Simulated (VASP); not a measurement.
# Ir (Fm-3m) in VASP: a series of runs, part 2 of 3

VASP 6.6.1. The steps go on from the part before.

**4. Single point, PBEsol**

This run uses another cell than the first one, of 14.01 Å³/atom.

INCAR reads:

```
ALGO = Normal
EDIFF = 1E-6
ENCUT = 520
GGA = PS
ISIF = 2
ISMEAR = -1
LASPH = T
LCHARG = F
LREAL = F
LWAVE = F
NBANDS = 10
NELM = 80
PREC = Accurate
SIGMA = 0.05
```

KPOINTS reads:

```
k-points
0
Gamma
  24 24 24
```

POSCAR reads:

```
Ir
1.0
    0.0000000000      1.9136038908      1.9136038908
    1.9136038908      0.0000000000      1.9136038908
    1.9136038908      1.9136038908      0.0000000000
Ir
1
Direct
    0.0000000000      0.0000000000      0.0000000000
```

Potentials or basis: VASP PAW PBE potentials, release 64 (Ir).

Started as:

```bash
cat potpaw_PBE.64/Ir/POTCAR > POTCAR
mpirun -np 1 vasp_std > vasp.out
```

OUTCAR:

```text
EDIFF = 1E-6
   ENCUT = 520
   GGA = PS
   ISIF = 2
   ISMEAR = -1
   LASPH = T
   LREAL = F
   NELM = 80
   PREC = Accurate

 ion  position               nearest neighbor table
   1  0.000  0.000  0.000-

  LATTYP: Found a face centered cubic cell.
 ALAT       =     3.8272077816

  Lattice vectors:

 A1 = (   0.0000000000,   1.9136038908,   1.9136038908)
 A2 = (   1.9136038908,   0.0000000000,   1.9136038908)
 A3 = (   1.9136038908,   1.9136038908,   0.0000000000)

Analysis of symmetry for initial positions (statically):
=====================================================================
 Subroutine PRICEL returns:
 Original cell was already a primitive cell.

 Routine SETGRP: Setting up the symmetry group for a
 face centered cubic supercell.

 Subroutine GETGRP returns: Found 48 space group operations
 (whereof 48 operations were pure point group operations)
 out of a pool of 48 trial point group operations.

The static configuration has the point symmetry O_h .

Analysis of symmetry for dynamics (positions and initial velocities):
=====================================================================
 Subroutine PRICEL returns:
 Original cell was already a primitive cell.

 Routine SETGRP: Setting up the symmetry group for a
 face centered cubic supercell.

 Subroutine GETGRP returns: Found 48 space group operations
 (whereof 48 operations were pure point group operations)
 out of a pool of 48 trial point group operations.

The dynamic configuration has the point symmetry O_h .

 Subroutine INISYM returns: Found 48 space group operations
 (whereof 48 operations are pure point group operations),
 and found     1 'primitive' translations

----------------------------------------------------------------------------------------

                                     Primitive cell

  volume of cell :      14.0148
[... 109 lines left out ...]
  Fermi-wavevector in a.u.,A,eV,Ry     =   1.412408  2.669065 27.142228  1.994897
  Thomas-Fermi vector in A             =   2.534160
   LORBIT       =      0    0 simple, 1 ext, 2 COOP (PROOUT), +10 PAW based schemes
   GGA     = PS    functional components
   LHFCALC =     F    Hartree Fock is set to
   AEXX    =    0.0000 exact exchange contribution
   IVDW    =     0    specifies the selected vdW correction
   LEPSILON=     F    determine dielectric tensor
   LRPA    =     F    only Hartree local field effects (RPA)
 non-spin polarized calculation
  energy-cutoff  :      520.00
  volume of cell :       14.01
 maximum number of plane-waves:       391
   NGX =  9   NGY =  9   NGZ =  9

 number of electron       9.0000000 magnetization

 Free energy of the ion-electron system (eV)
  ---------------------------------------------------
  ext. energy  EPLUGINS =         0.00000000
  ---------------------------------------------------
  free energy    TOTEN  =        -9.82233395 eV

  energy without entropy =       -9.81477451  energy(sigma->0) =       -9.81855423

 E-fermi :  10.4140     XC(G=0): -14.1566

 val. band max:       10.4126717160   @ k =   0.4167   0.0833   0.0417
 cond. band min:      10.4154568805   @ k =   0.5000   0.4583   0.0417
 fundamental gap:      0.0027851645
 Fermi energy:        10.4140048884

 k-point     1 :       0.0000    0.0000    0.0000
  band No.  band energies     occupation
      1      -0.8827      2.00000
      2       6.4516      2.00000
      3       6.4516      2.00000
      4       6.4516      2.00000
      5       9.2083      2.00000
      6       9.2083      2.00000
      7      24.7100      0.00000
      8      30.3400      0.00000
      9      30.3400      0.00000
     10      30.3400      0.00000
[... 287 lines left out ...]
 k-point    24 :       0.4583    0.0417    0.0000
  band No.  band energies     occupation
      1       2.2389      2.00000
      2       6.3201      2.00000
      3       6.4592      2.00000
      4       8.7717      2.00000
      5      11.2786      0.00000
      6      11.3873      0.00000
      7      18.3696      0.00000
      8      24.5537      0.00000
      9      30.3102      0.00000
     10      30.6661      0.00000

 [... further k-points ...]

------------------------ aborting loop because EDIFF is reached ----------------------------------------

  FORCE on cell =-STRESS in cart. coord.  units (eV):
  Direction    XX          YY          ZZ          XY          YZ          ZX
  --------------------------------------------------------------------------------------
  -------------------------------------------------------------------------------------
  Total        0.1755482      0.1755482      0.1755482      0.0000000      0.0000000      0.0000000
  in kB       20.0687680     20.0687680     20.0687680      0.0000000      0.0000000      0.0000000
  external PRESSURE =      20.0687680 kB  Pullay stress =       0.0000000 kB

 VOLUME and BASIS-vectors are now :
 -----------------------------------------------------------------------------
  energy-cutoff  :      520.00
  volume of cell :       14.01
      direct lattice vectors                 reciprocal lattice vectors
     0.000000000  1.913603891  1.913603891    -0.261287094  0.261287094  0.261287094
     1.913603891  0.000000000  1.913603891     0.261287094 -0.261287094  0.261287094
     1.913603891  1.913603891  0.000000000     0.261287094  0.261287094 -0.261287094

 POSITION                                       TOTAL-FORCE (eV/Angst)
 -----------------------------------------------------------------------------------
      0.00000      0.00000      0.00000         0.000000      0.000000     -0.000000
 -----------------------------------------------------------------------------------
    total drift:                                0.000000      0.000000      0.000000

  FREE ENERGIE OF THE ION-ELECTRON SYSTEM (eV)
  ---------------------------------------------------
  free  energy   TOTEN  =        -9.8223339453 eV

  energy  without entropy=       -9.8147745069  energy(sigma->0) =       -9.81855423
```

OSZICAR:

```text
N       E                     dE             d eps       ncg     rms          rms(c)
DAV:   1     0.467043651903E+02    0.46704E+02   -0.43502E+03  8356   0.817E+02
DAV:   2    -0.955660134084E+01   -0.56261E+02   -0.53159E+02  8472   0.196E+02
DAV:   3    -0.104425704771E+02   -0.88597E+00   -0.88255E+00  9604   0.298E+01
DAV:   4    -0.104506517683E+02   -0.80813E-02   -0.80797E-02  9276   0.266E+00
DAV:   5    -0.104508132664E+02   -0.16150E-03   -0.16150E-03  9474   0.363E-01    0.162E+01
DAV:   6    -0.992582719026E+01    0.52499E+00   -0.91619E-01  9256   0.116E+01    0.642E+00
DAV:   7    -0.982948920290E+01    0.96338E-01   -0.28309E-01  9848   0.589E+00    0.147E+00
DAV:   8    -0.982758472401E+01    0.19045E-02   -0.19479E-03  8838   0.439E-01    0.124E+00
DAV:   9    -0.982234611096E+01    0.52386E-02   -0.27231E-03  9088   0.757E-01    0.376E-02
DAV:  10    -0.982233235843E+01    0.13753E-04   -0.18890E-05 12098   0.489E-02    0.202E-02
DAV:  11    -0.982233390927E+01   -0.15508E-05   -0.13862E-06  8318   0.793E-03    0.271E-03
DAV:  12    -0.982233394533E+01   -0.36059E-07   -0.30026E-08  4446   0.193E-03
   1 F= -.98223339E+01 E0= -.98185542E+01  d E =-.755944E-02
```

stdout:

```text
POSCAR found type information on POSCAR Ir
 POSCAR found :  1 types and       1 ions
 scaLAPACK will be used
 -----------------------------------------------------------------------------
|                                                                             |
|                                                                             |
|     You enforced a specific xc type in the INCAR file but a different       |
|     I HOPE YOU KNOW WHAT YOU ARE DOING!                                     |
|                                                                             |
 -----------------------------------------------------------------------------

 LDA part: xc-table for (Slater+PW92), standard interpolation
 POSCAR, INCAR and KPOINTS ok, starting setup
 FFT: planning ... GRIDC
 FFT: planning ... GRID_SOFT
 FFT: planning ... GRID
 WAVECAR not read
 entering main loop
```

Run time: 46 s. Hardware: 1 thread of Intel Xeon 8259CL, shared host; peak memory 0.18 GiB.

Results:

* Free energy: -9.8223 eV
* Pressure: 2.0 GPa
* Band gap on the k mesh: zero (an odd number of electrons rules out a gap without spin polarisation)

Caveat: the PAW data sets were made with another functional, which shifts forces and pressure a little; spin-orbit coupling is left out, which moves the levels of the heavy elements.

**5. Single point, PBEsol**

This run uses another cell than the first one, of 13.98 Å³/atom.

INCAR reads:

```
ALGO     = Normal         # electronic algorithm
EDIFF    = 1E-7           # SCF threshold, eV
ENCUT    = 520            # plane-wave cutoff, eV
GGA      = PS             # functional
ISIF     = 2              # what is computed and relaxed
ISMEAR   = -1             # smearing method
LASPH    = True           # aspherical terms in the spheres
LCHARG   = False          # write CHGCAR
LREAL    = False          # projectors in reciprocal space
LWAVE    = False          # write WAVECAR
NBANDS   = 10             # bands
NELM     = 80             # most SCF steps
PREC     = Accurate       # precision mode
SIGMA    = 0.05           # smearing width, eV
```

KPOINTS is that of step 4.

POSCAR reads:

```
Ir
1.0
    0.0000000000      1.9120268352      1.9120268352
    1.9120268352      0.0000000000      1.9120268352
    1.9120268352      1.9120268352      0.0000000000
Ir
1
Direct
    0.0000000000      0.0000000000      0.0000000000
```

Potentials or basis: VASP PAW PBE potentials, release 64 (Ir).

Started as:

```bash
cat potpaw_PBE.64/Ir/POTCAR > POTCAR
mpirun -np 1 vasp_std > vasp.out
```

OUTCAR:

```text
EDIFF = 1E-7
   ENCUT = 520
   GGA = PS
   ISIF = 2
   ISMEAR = -1
   LASPH = True
   LREAL = False
   NELM = 80
   PREC = Accurate

 ion  position               nearest neighbor table
   1  0.000  0.000  0.000-

  LATTYP: Found a face centered cubic cell.
 ALAT       =     3.8240536704

  Lattice vectors:

 A1 = (   0.0000000000,   1.9120268352,   1.9120268352)
 A2 = (   1.9120268352,   0.0000000000,   1.9120268352)
 A3 = (   1.9120268352,   1.9120268352,   0.0000000000)

Analysis of symmetry for initial positions (statically):
=====================================================================
 Subroutine PRICEL returns:
 Original cell was already a primitive cell.

 Routine SETGRP: Setting up the symmetry group for a
 face centered cubic supercell.

 Subroutine GETGRP returns: Found 48 space group operations
 (whereof 48 operations were pure point group operations)
 out of a pool of 48 trial point group operations.

The static configuration has the point symmetry O_h .

Analysis of symmetry for dynamics (positions and initial velocities):
[... 163 lines left out ...]
 k-point     1 :       0.0000    0.0000    0.0000
  band No.  band energies     occupation
      1      -0.8662      2.00000
      2       6.4801      2.00000
      3       6.4801      2.00000
      4       6.4801      2.00000
      5       9.2476      2.00000
      6       9.2476      2.00000
      7      24.7484      0.00000
      8      30.3933      0.00000
      9      30.3933      0.00000
     10      30.3933      0.00000
[... 287 lines left out ...]
 k-point    24 :       0.4583    0.0417    0.0000
  band No.  band energies     occupation
      1       2.2562      2.00000
      2       6.3477      2.00000
      3       6.4874      2.00000
      4       8.8081      2.00000
      5      11.3264      0.00000
      6      11.4345      0.00000
      7      18.4382      0.00000
      8      24.5944      0.00000
      9      30.3767      0.00000
     10      30.7338      0.00000

 [... further k-points ...]

------------------------ aborting loop because EDIFF is reached ----------------------------------------

  FORCE on cell =-STRESS in cart. coord.  units (eV):
  Direction    XX          YY          ZZ          XY          YZ          ZX
  --------------------------------------------------------------------------------------
  -------------------------------------------------------------------------------------
  Total        0.2618655      0.2618655      0.2618655      0.0000000      0.0000000      0.0000000
  in kB       30.0107507     30.0107507     30.0107507      0.0000000      0.0000000      0.0000000
  external PRESSURE =      30.0107507 kB  Pullay stress =       0.0000000 kB

 VOLUME and BASIS-vectors are now :
 -----------------------------------------------------------------------------
  energy-cutoff  :      520.00
  volume of cell :       13.98
      direct lattice vectors                 reciprocal lattice vectors
     0.000000000  1.912026835  1.912026835    -0.261502606  0.261502606  0.261502606
     1.912026835  0.000000000  1.912026835     0.261502606 -0.261502606  0.261502606
     1.912026835  1.912026835  0.000000000     0.261502606  0.261502606 -0.261502606

 POSITION                                       TOTAL-FORCE (eV/Angst)
 -----------------------------------------------------------------------------------
      0.00000      0.00000      0.00000         0.000000      0.000000      0.000000
 -----------------------------------------------------------------------------------
    total drift:                                0.000000      0.000000     -0.000000

  FREE ENERGIE OF THE ION-ELECTRON SYSTEM (eV)
  ---------------------------------------------------
  free  energy   TOTEN  =        -9.8217760118 eV

  energy  without entropy=       -9.8142476612  energy(sigma->0) =       -9.81801184
```

OSZICAR:

```text
N       E                     dE             d eps       ncg     rms          rms(c)
DAV:   1     0.464643515887E+02    0.46464E+02   -0.43636E+03  8356   0.819E+02
DAV:   2    -0.955879854167E+01   -0.56023E+02   -0.53158E+02  8454   0.197E+02
DAV:   3    -0.104408483400E+02   -0.88205E+00   -0.87959E+00  9724   0.298E+01
DAV:   4    -0.104486674977E+02   -0.78192E-02   -0.78177E-02  9370   0.261E+00
DAV:   5    -0.104488186814E+02   -0.15118E-03   -0.15118E-03  9432   0.346E-01    0.163E+01
DAV:   6    -0.992569328312E+01    0.52313E+00   -0.90833E-01  9240   0.116E+01    0.648E+00
DAV:   7    -0.982894698120E+01    0.96746E-01   -0.28279E-01  9832   0.589E+00    0.147E+00
DAV:   8    -0.982705075759E+01    0.18962E-02   -0.19516E-03  8862   0.439E-01    0.124E+00
DAV:   9    -0.982178868031E+01    0.52621E-02   -0.27378E-03  9074   0.759E-01    0.385E-02
DAV:  10    -0.982177442878E+01    0.14252E-04   -0.19055E-05 12090   0.490E-02    0.204E-02
DAV:  11    -0.982177597758E+01   -0.15488E-05   -0.14166E-06  9086   0.798E-03    0.278E-03
DAV:  12    -0.982177601179E+01   -0.34212E-07   -0.26419E-08  5702   0.182E-03
   1 F= -.98217760E+01 E0= -.98180118E+01  d E =-.752835E-02
```

stdout:

```text
POSCAR found type information on POSCAR Ir
 POSCAR found :  1 types and       1 ions
 scaLAPACK will be used
 -----------------------------------------------------------------------------
|                                                                             |
|                                                                             |
|     You enforced a specific xc type in the INCAR file but a different       |
|     I HOPE YOU KNOW WHAT YOU ARE DOING!                                     |
|                                                                             |
 -----------------------------------------------------------------------------

 LDA part: xc-table for (Slater+PW92), standard interpolation
 POSCAR, INCAR and KPOINTS ok, starting setup
 FFT: planning ... GRIDC
 FFT: planning ... GRID_SOFT
 FFT: planning ... GRID
 WAVECAR not read
 entering main loop
```

It took 47 s on 1 thread of Intel Xeon 8259CL, shared host; peak memory 0.18 GiB.

Results:

| Quantity | Value |
| --- | --- |
| Free energy | -9.8218 eV |
| Pressure | 3.0 GPa |
| Band gap on the k mesh | zero (an odd number of electrons rules out a gap without spin polarisation) |

Levels at points of the mesh, in eV from the Fermi level:
```
           k point  band 1  band 2  band 3  band 4  band 5  band 6  band 7  band 8
(0.00, 0.00, 0.00)  -11.32   -3.98   -3.98   -3.98   -1.21   -1.21   14.29   19.94
(0.50, 0.00, 0.00)   -8.27   -4.08   -4.08   -0.85    0.92    0.92    7.35   13.82
(0.50, 0.50, 0.00)   -8.09   -7.50    0.90    1.51    1.51    1.64   10.62   11.71
```

Caveat: the cell stands under pressure; the PAW data sets were made with another functional, which shifts forces and pressure a little; spin-orbit coupling is left out, which moves the levels of the heavy elements.

(Part 2 of 3 ends here.)
